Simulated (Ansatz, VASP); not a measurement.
TaSi2: VASP beside Ansatz

```
CELL_PARAMETERS angstrom
0.00000 4.21500 4.36500
2.44500 0.00000 4.36500
2.44500 4.21500 0.00000
ATOMIC_POSITIONS crystal
Ta 0.50000 0.50000 0.50000
Ta 0.75000 0.75000 0.75000
Si 0.83650 0.16350 0.83650
Si 0.41350 0.08650 0.41350
Si 0.08650 0.41350 0.08650
Si 0.16350 0.83650 0.16350
```

Alike in both runs: task relaxation of cell and atoms; functional PBE; k mesh 4 × 4 × 4; occupations gaussian, width 0.2 eV; no spin polarisation.

```csv
,VASP,Ansatz
version,VASP 6.6.1,Ansatz 0.2.0
potentials or method,"VASP PAW PBE potentials, release 64 (Ta_pv, Si), cutoff 600 eV","scalar-relativistic, plane waves, PAW"
valence electrons in the cell,38,42
```

|  | VASP | Ansatz | Ansatz less VASP |
| --- | --- | --- | --- |
| gap on the k mesh at the Fermi level, each at its own relaxed structure (eV) | none | none | - |
| relaxed volume (Å³/atom) | 14.71 | 14.76 | +0.041 |
| relaxed cell length with the largest relative difference (Å) | 6.071 | 6.084 | +0.0130 |

A gap of «none» marks a metal or a gap that the smearing closes. VASP's potentials hold 38 valence electrons a cell and Ansatz's 42, so a difference there can come from the potentials and not from the codes.

The k mesh is coarse, so the values compare programs but aren't converged. Spin-orbit coupling is off throughout.
